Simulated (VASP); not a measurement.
A run of VASP 6.6.1:

The input INCAR:

```
SYSTEM = SnGe2
PREC = Accurate ; ENCUT = 520
EDIFF = 1E-6 ; ISMEAR = 0
SIGMA = 0.1 ; LREAL = .False.
LASPH = .True. ; NELM = 60
ALGO = Normal ; ISIF = 2
LWAVE = .False. ; LCHARG = .False.
GGA = PE ; NBANDS = 51
```

File KPOINTS:

```
Automatic mesh
0
Gamma
  4 4 4
  0 0 0
```

Contents of POSCAR:

```
SnGe2
1.0
   -2.7453890600      2.7453890600      4.4207823200
    2.7453890600     -2.7453890600      4.4207823200
    2.7453890600      2.7453890600     -4.4207823200
Sn Ge
2 4
Direct
    0.9166666700      0.4166666700      0.5000000000
    0.5833333300      0.0833333300      0.5000000000
    0.2500000000      0.7500000000      0.5000000000
    0.6666666700      0.6666666700      0.0000000000
    0.3333333300      0.3333333300      0.0000000000
    0.0000000000      0.0000000000      0.0000000000
```

Potentials or basis: VASP PAW PBE potentials, release 64 (Sn_d, Ge_d).

Command:

```bash
$ cat potpaw_PBE.64/Sn_d/POTCAR potpaw_PBE.64/Ge_d/POTCAR > POTCAR
$ mpirun -np 1 vasp_std > vasp.out
```

Hardware: 1 thread of Intel(R) Xeon(R) Platinum 8559C (Emerald Rapids), with other jobs on the host.

Task: Estimate the wall time of this run.

Result: It took 65 s on 1 thread of Intel(R) Xeon(R) Platinum 8559C (Emerald Rapids), on a shared host, peak memory 0.33 GiB. Counts: scf iterations 13, k points 13.
